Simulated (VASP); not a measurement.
# I (Fd-3m) in VASP: further runs, part 3 of 3

VASP 6.6.1. Earlier steps stand in the parts before.

## (4) Single point, PBE

This run uses another cell than the first one, of 64.21 Å³/atom, 1.019 times its volume.

File INCAR:

```
SYSTEM = I
ALGO     = Normal         ! electronic algorithm
EDIFF    = 1E-7           ! SCF threshold, eV
ENCUT    = 520            ! plane-wave cutoff, eV
GGA      = PE             ! functional
ISIF     = 2              ! what is computed and relaxed
ISMEAR   = -1             ! smearing method
LASPH    = .True.         ! aspherical terms in the spheres
LCHARG   = .False.        ! write CHGCAR
LREAL    = .False.        ! projectors in reciprocal space
LWAVE    = .False.        ! write WAVECAR
NBANDS   = 14             ! bands
NELM     = 60             ! most SCF steps
PREC     = Accurate       ! precision mode
SIGMA    = 0.06122561905347299 ! smearing width, eV
```

File KPOINTS:

```
k-points
0
Gamma
  12 12 12
  0 0 0
```

File POSCAR:

```
I
1.0
    0.0000000000      4.0042699851      4.0042699851
    4.0042699851      0.0000000000      4.0042699851
    4.0042699851      4.0042699851      0.0000000000
I
2
Direct
    0.0000000000      0.0000000000      0.0000000000
    0.2500000000      0.2500000000      0.2500000000
```

Potentials or basis: VASP PAW PBE potentials, release 64 (I).

Launch:

```
$ cat potpaw_PBE.64/I/POTCAR > POTCAR
$ mpirun -np 1 vasp_std > vasp.out
```

OUTCAR:

```text
SYSTEM = I
   EDIFF = 1E-7
   ENCUT = 520
   GGA = PE
   ISIF = 2
   ISMEAR = -1
   LASPH = .True.
   LREAL = .False.
   NELM = 60
   PREC = Accurate

 ion  position               nearest neighbor table
   1  0.000  0.000  0.000-   2 3.47   2 3.47   2 3.47   2 3.47
   2  0.250  0.250  0.250-   1 3.47   1 3.47   1 3.47   1 3.47

  LATTYP: Found a face centered cubic cell.
 ALAT       =     8.0085399702

  Lattice vectors:

 A1 = (   0.0000000000,   4.0042699851,   4.0042699851)
 A2 = (   4.0042699851,   0.0000000000,   4.0042699851)
 A3 = (   4.0042699851,   4.0042699851,   0.0000000000)

Analysis of symmetry for initial positions (statically):
=====================================================================
 Subroutine PRICEL returns:
 Original cell was already a primitive cell.

 Routine SETGRP: Setting up the symmetry group for a
 face centered cubic supercell.

 Subroutine GETGRP returns: Found 48 space group operations
 (whereof 24 operations were pure point group operations)
 out of a pool of 48 trial point group operations.

The static configuration has the point symmetry T_d .
 The point group associated with its full space group is O_h .

Analysis of symmetry for dynamics (positions and initial velocities):
=====================================================================
 Subroutine PRICEL returns:
 Original cell was already a primitive cell.

 Routine SETGRP: Setting up the symmetry group for a
 face centered cubic supercell.

 Subroutine GETGRP returns: Found 48 space group operations
 (whereof 24 operations were pure point group operations)
 out of a pool of 48 trial point group operations.

The dynamic configuration has the point symmetry T_d .
 The point group associated with its full space group is O_h .

 Subroutine INISYM returns: Found 48 space group operations
 (whereof 24 operations are pure point group operations),
 and found     1 'primitive' translations

----------------------------------------------------------------------------------------

                                     Primitive cell
[... 116 lines left out ...]
   GGA     = PE    functional components
   LHFCALC =     F    Hartree Fock is set to
   AEXX    =    0.0000 exact exchange contribution
   IVDW    =     0    specifies the selected vdW correction
   LEPSILON=     F    determine dielectric tensor
   LRPA    =     F    only Hartree local field effects (RPA)
 non-spin polarized calculation
  energy-cutoff  :      520.00
  volume of cell :      128.41
 maximum number of plane-waves:      3486
   NGX = 21   NGY = 21   NGZ = 21

 number of electron      14.0000001 magnetization

 Free energy of the ion-electron system (eV)
  ---------------------------------------------------
  ext. energy  EPLUGINS =         0.00000000
  ---------------------------------------------------
  free energy    TOTEN  =        -1.95905019 eV

  energy without entropy =       -1.88884334  energy(sigma->0) =       -1.92394677

 E-fermi :  -0.1832     XC(G=0):  -6.1996

 val. band max:       -0.1857819706   @ k =   0.4167   0.1667   0.0000
 cond. band min:      -0.1761803447   @ k =   0.4167   0.2500   0.0833
 fundamental gap:      0.0096016259
 Fermi energy:        -0.1831536641

 k-point     1 :       0.0000    0.0000    0.0000
  band No.  band energies     occupation
      1     -12.7760      2.00000
      2     -11.1948      2.00000
      3      -2.4940      2.00000
      4      -2.4940      2.00000
      5      -2.4940      2.00000
      6      -0.9113      1.99999
      7      -0.9113      1.99999
      8      -0.9113      1.99999
      9       4.3500      0.00000
     10       6.8978      0.00000
     11       6.8978      0.00000
     12       8.1300      0.00000
     13       8.1300      0.00000
     14       8.1300      0.00000
[... 377 lines left out ...]
      1     -12.3696      2.00000
      2     -11.7215      2.00000
      3      -3.1322      2.00000
      4      -2.8616      2.00000
      5      -2.3492      2.00000
      6      -0.8062      1.99992
      7      -0.3446      1.86638
      8      -0.0800      0.31277
      9       5.7886      0.00000
     10       6.2803      0.00000
     11       6.7420      0.00000
     12       7.2595      0.00000
     13       8.5285      0.00000
     14       8.7656      0.00000

 [... further k-points ...]
[... 5 lines left out ...]
  --------------------------------------------------------------------------------------
  -------------------------------------------------------------------------------------
  Total       -0.4453840     -0.4453840     -0.4453840      0.0000000     -0.0000000      0.0000000
  in kB       -5.5570604     -5.5570604     -5.5570604      0.0000000     -0.0000000      0.0000000
  external PRESSURE =      -5.5570604 kB  Pullay stress =       0.0000000 kB

 VOLUME and BASIS-vectors are now :
 -----------------------------------------------------------------------------
  energy-cutoff  :      520.00
  volume of cell :      128.41
      direct lattice vectors                 reciprocal lattice vectors
     0.000000000  4.004269985  4.004269985    -0.124866705  0.124866705  0.124866705
     4.004269985  0.000000000  4.004269985     0.124866705 -0.124866705  0.124866705
     4.004269985  4.004269985  0.000000000     0.124866705  0.124866705 -0.124866705

 POSITION                                       TOTAL-FORCE (eV/Angst)
 -----------------------------------------------------------------------------------
      0.00000      0.00000      0.00000        -0.000000      0.000000      0.000000
      2.00213      2.00213      2.00213         0.000000     -0.000000     -0.000000
 -----------------------------------------------------------------------------------
    total drift:                               -0.000000     -0.000000     -0.000000

  FREE ENERGIE OF THE ION-ELECTRON SYSTEM (eV)
  ---------------------------------------------------
  free  energy   TOTEN  =        -1.9590501933 eV

  energy  without entropy=       -1.8888433398  energy(sigma->0) =       -1.92394677
```

OSZICAR:

```text
N       E                     dE             d eps       ncg     rms          rms(c)
DAV:   1     0.665233449132E+02    0.66523E+02   -0.44612E+03  2016   0.731E+02
DAV:   2     0.342436850922E+01   -0.63099E+02   -0.60122E+02  3018   0.120E+02
DAV:   3    -0.184679336211E+01   -0.52712E+01   -0.51996E+01  2652   0.369E+01
DAV:   4    -0.195474347962E+01   -0.10795E+00   -0.10791E+00  2592   0.686E+00
DAV:   5    -0.195730293058E+01   -0.25595E-02   -0.25594E-02  2764   0.113E+00    0.416E+00
DAV:   6    -0.195805369222E+01   -0.75076E-03   -0.26780E-03  2630   0.312E-01    0.259E+00
DAV:   7    -0.195906215662E+01   -0.10085E-02   -0.27968E-03  2538   0.311E-01    0.120E-01
DAV:   8    -0.195904067237E+01    0.21484E-04   -0.89663E-05  2430   0.519E-02    0.704E-02
DAV:   9    -0.195905054962E+01   -0.98772E-05   -0.22413E-05  2604   0.266E-02    0.649E-03
DAV:  10    -0.195905024499E+01    0.30463E-06   -0.79131E-07  2640   0.536E-03    0.223E-03
DAV:  11    -0.195905019327E+01    0.51722E-07   -0.44475E-07  2316   0.514E-03
   1 F= -.19590502E+01 E0= -.19239468E+01  d E =-.702069E-01
```

stdout:

```text
POSCAR found type information on POSCAR I
 POSCAR found :  1 types and       2 ions
 scaLAPACK will be used
 LDA part: xc-table for (Slater+PW92), standard interpolation
 POSCAR, INCAR and KPOINTS ok, starting setup
 FFT: planning ... GRIDC
 FFT: planning ... GRID_SOFT
 FFT: planning ... GRID
 WAVECAR not read
 entering main loop
```

Run time: 2.4 min. Hardware: 1 thread of Oxide Virtual Turin-like, shared host; peak memory 0.27 GiB.

What came out:

```yaml
Free_energy: -1.9591 eV
Pressure: -0.6 GPa
Band_gap_on_the_k_mesh: zero (band 7 reaches 0.12 eV, above the bottom of band 8 at -0.91 eV)
```

Caveat: spin-orbit coupling is left out, which moves the levels of the heavy elements.

## (5) Single point, PBE

This run uses another cell than the first one, of 64.21 Å³/atom, 1.019 times its volume.

File INCAR:

```
PREC = Accurate ; ENCUT = 520
EDIFF = 1E-7 ; ISMEAR = -1
SIGMA = 0.06122561905347299 ; LREAL = False
LASPH = True ; NELM = 60
ALGO = Normal ; ISIF = 2
LWAVE = False ; LCHARG = True
GGA = PE ; LELF = True
LVHAR = True ; NBANDS = 14
```

File KPOINTS:

```
regular mesh
0
Gamma
  12 12 12
```

POSCAR is that of step 4.

Potentials or basis: VASP PAW PBE potentials, release 64 (I).

Launch:

```
$ cat potpaw_PBE.64/I/POTCAR > POTCAR
$ mpirun -np 1 vasp_std > vasp.out
```

OUTCAR:

```text
PREC = Accurate
   ENCUT = 520
   EDIFF = 1E-7
   ISMEAR = -1
   LREAL = False
   LASPH = True
   NELM = 60
   ISIF = 2
   GGA = PE

 ion  position               nearest neighbor table
   1  0.000  0.000  0.000-   2 3.47   2 3.47   2 3.47   2 3.47
   2  0.250  0.250  0.250-   1 3.47   1 3.47   1 3.47   1 3.47

  LATTYP: Found a face centered cubic cell.
 ALAT       =     8.0085399702

  Lattice vectors:

 A1 = (   0.0000000000,   4.0042699851,   4.0042699851)
 A2 = (   4.0042699851,   0.0000000000,   4.0042699851)
 A3 = (   4.0042699851,   4.0042699851,   0.0000000000)

Analysis of symmetry for initial positions (statically):
=====================================================================
 Subroutine PRICEL returns:
 Original cell was already a primitive cell.

 Routine SETGRP: Setting up the symmetry group for a
 face centered cubic supercell.

 Subroutine GETGRP returns: Found 48 space group operations
 (whereof 24 operations were pure point group operations)
 out of a pool of 48 trial point group operations.

The static configuration has the point symmetry T_d .
 The point group associated with its full space group is O_h .

[... 165 lines left out ...]
 Fermi energy:        -0.1831536641

 k-point     1 :       0.0000    0.0000    0.0000
  band No.  band energies     occupation
      1     -12.7760      2.00000
      2     -11.1948      2.00000
      3      -2.4940      2.00000
      4      -2.4940      2.00000
      5      -2.4940      2.00000
      6      -0.9113      1.99999
      7      -0.9113      1.99999
      8      -0.9113      1.99999
      9       4.3500      0.00000
     10       6.8978      0.00000
     11       6.8978      0.00000
     12       8.1300      0.00000
     13       8.1300      0.00000
     14       8.1300      0.00000
[... 377 lines left out ...]
      1     -12.3696      2.00000
      2     -11.7215      2.00000
      3      -3.1322      2.00000
      4      -2.8616      2.00000
      5      -2.3492      2.00000
      6      -0.8062      1.99992
      7      -0.3446      1.86638
      8      -0.0800      0.31277
      9       5.7886      0.00000
     10       6.2803      0.00000
     11       6.7420      0.00000
     12       7.2595      0.00000
     13       8.5285      0.00000
     14       8.7656      0.00000

 [... further k-points ...]
[... 5 lines left out ...]
  --------------------------------------------------------------------------------------
  -------------------------------------------------------------------------------------
  Total       -0.4453840     -0.4453840     -0.4453840      0.0000000     -0.0000000      0.0000000
  in kB       -5.5570604     -5.5570604     -5.5570604      0.0000000     -0.0000000      0.0000000
  external PRESSURE =      -5.5570604 kB  Pullay stress =       0.0000000 kB

 VOLUME and BASIS-vectors are now :
 -----------------------------------------------------------------------------
  energy-cutoff  :      520.00
  volume of cell :      128.41
      direct lattice vectors                 reciprocal lattice vectors
     0.000000000  4.004269985  4.004269985    -0.124866705  0.124866705  0.124866705
     4.004269985  0.000000000  4.004269985     0.124866705 -0.124866705  0.124866705
     4.004269985  4.004269985  0.000000000     0.124866705  0.124866705 -0.124866705

 POSITION                                       TOTAL-FORCE (eV/Angst)
 -----------------------------------------------------------------------------------
      0.00000      0.00000      0.00000        -0.000000      0.000000      0.000000
      2.00213      2.00213      2.00213         0.000000     -0.000000     -0.000000
 -----------------------------------------------------------------------------------
    total drift:                               -0.000000     -0.000000     -0.000000

  FREE ENERGIE OF THE ION-ELECTRON SYSTEM (eV)
  ---------------------------------------------------
  free  energy   TOTEN  =        -1.9590501933 eV

  energy  without entropy=       -1.8888433398  energy(sigma->0) =       -1.92394677
```

stdout:

```text
POSCAR found type information on POSCAR I
 POSCAR found :  1 types and       2 ions
 scaLAPACK will be used
 LDA part: xc-table for (Slater+PW92), standard interpolation
 POSCAR, INCAR and KPOINTS ok, starting setup
 FFT: planning ... GRIDC
 FFT: planning ... GRID_SOFT
 FFT: planning ... GRID
 WAVECAR not read
 entering main loop
```

It took 2.5 min on 1 thread of Oxide Virtual Turin-like, shared host; peak memory 0.27 GiB.

What came out:

```
Free energy            : -1.9591 eV
Pressure               : -0.6 GPa
Band gap on the k mesh : zero (band 7 reaches 0.12 eV, above the bottom of band 8 at -0.91 eV)
```

Caveat: spin-orbit coupling is left out, which moves the levels of the heavy elements.
